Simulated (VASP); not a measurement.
Pt, 1 atom in the cell. The structure is cubic, space group Im-3m (No. 229). The conventional cell has a = 3.168 Å, b = 3.168 Å, c = 3.168 Å, α = 90.00°, β = 90.00°, γ = 90.00°. Pt (site symmetry m-3m) has 14 Pt at 2.74 to 3.17 Å within 3.6 Å. 

* Program: VASP 6.6.1
* Task: single point
* Functional: PBE
* Potentials or basis: VASP PAW PBE potentials, release 64 (Pt)
* Cutoff: 500 eV
* k mesh: 8 × 8 × 8
* Occupations: gaussian, width 0.1 eV
* Spin: no spin polarisation
* Dipole correction: no
* Further INCAR settings: ALGO = Normal; EDIFF = 1e-06; NBANDS = 11

Potentials or basis: VASP PAW PBE potentials, release 64 (Pt).

The run is started by

```bash
$ cat potpaw_PBE.64/Pt/POTCAR > POTCAR
$ mpirun -np 1 vasp_std > vasp.out
```

Hardware: 1 thread of Intel Xeon 8259CL (shared host).

**Question.** How long does it take, and how much memory?

**Answer.** It took 9.3 s on 1 thread of Intel Xeon 8259CL (shared host), peak memory 0.12 GiB. Counts: scf iterations 11, k points 29.
